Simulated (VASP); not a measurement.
Wanted: the native input for a VASP 6.6.1 run.

```
Task                   : single point
Functional             : PBE
Potentials or basis    : VASP PAW PBE potentials, release 64 (Co)
Cutoff                 : 520 eV
k mesh                 : 16 × 16 × 5
Occupations            : fermi-dirac, width 0.05 eV
Spin                   : collinear spin, ferromagnetic start
Starting moments       : [1.707, 1.707, 1.725, 1.725] μB
Dipole correction      : no
Further INCAR settings : ALGO = Normal; EDIFF = 1e-06; NBANDS = 30
```

The structure of Co lies in POSCAR:

```
Co
1.0
    2.5600133101      0.0000000000      0.0000000000
   -1.2800066551      2.2170365605      0.0000000000
    0.0000000000      0.0000000000      8.2917302394
Co
4
Direct
    0.0000000000      1.0000000000      0.0000000000
    1.0000000000      1.0000000000      0.5000000000
    0.3333333333      0.6666666667      0.2500000000
    0.6666666667      0.3333333333      0.7500000000
```

The input as run:

INCAR

```
SYSTEM = Co
  PREC = Accurate
  ENCUT = 520
  EDIFF = 1E-6
  ISMEAR = -1
  SIGMA = 0.05
  LREAL = .False.
  LASPH = .True.
  NELM = 150
  ALGO = Normal
  ISIF = 2
  LWAVE = .False.
  LCHARG = .False.
  ISPIN = 2
  MAGMOM = 1.707 1.707 1.725 1.725
  LORBIT = 11
  LMAXMIX = 4
  GGA = PE
  NBANDS = 30
```

KPOINTS

```
Automatic mesh
0
Gamma
  16 16 5
  0 0 0
```

Potentials or basis: VASP PAW PBE potentials, release 64 (Co).

Command:

```console
$ cat potpaw_PBE.64/Co/POTCAR > POTCAR
$ mpirun -np 1 vasp_std > vasp.out
```

Results of the run:

The pressure is -13.9 GPa and the net moment is 6.76 μB per cell. The site moments are Co +1.72, +1.73 (each value once) μB and the valence electrons inside the program's atomic spheres are Co 8.13, 8.12 (each value once).

Caveat: the cell stands under tension.

It took 2.4 min on 1 thread of Intel(R) Xeon(R) 6975P-C (Granite Rapids) (shared host), peak memory 0.29 GiB.
